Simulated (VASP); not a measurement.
**Tl2Ga: single point with PBE**

The system is Tl2Ga.

```xyz
3
Lattice="-3.2746 -0.1436 3.0212 0.1533 3.1172 3.0309 -3.1313 2.9642 -0.0003" Properties=species:S:1:pos:R:3 pbc="T T T"
Ga   -1.5146    3.2540    4.0742
Tl   -3.0757    4.7881    5.5797
Tl   -6.0137    7.7865    8.6168
```

| Quantity | Value |
| --- | --- |
| Program | VASP 6.6.1 |
| Task | single point |
| Functional | PBE |
| Potentials or basis | VASP PAW PBE potentials, release 64 (Ga_d, Tl_d) |
| Cutoff | 520 eV |
| k mesh | 2 × 2 × 2, shifted |
| Occupations | fermi-dirac, width 0.15 eV |
| Spin | non-collinear spin, zero start, spin-orbit coupling |
| Starting moments | [[0, 0, 0], [0, 0, 0], [0, 0, 0]] μB |

```yaml
Pressure: 29.0 GPa
Largest_force: 1.680 eV/Å
Net_moment: 0.00 μB per cell
Valence_electrons_inside_the_program's_atomic_spheres: Ga 11.80; Tl 11.48, 11.49
```

Forces on the atoms (eV/Å):
```
Ga   0.660  0.201 -0.182
Tl   0.687 -0.018  1.170
Tl  -1.347 -0.183 -0.988
```

Stress tensor (GPa, compression positive):
```
24.95  0.74  5.68
 0.74 29.48 -7.97
 5.68 -7.97 32.60
```

Moments on the atoms (μB; x, y, z):
```
Ga  0.00 0.00 0.00
Tl  0.00 0.00 0.00
Tl  0.00 0.00 0.00
```

It took 43 s on 1 thread of Intel(R) Xeon(R) Platinum 8559C (Emerald Rapids) (shared host), peak memory 0.34 GiB.

Caveat: the k points lie up to 0.90 Å⁻¹ apart; forces of over 1 eV/Å act on the atoms, so gaps and moduli don't describe the material at rest.
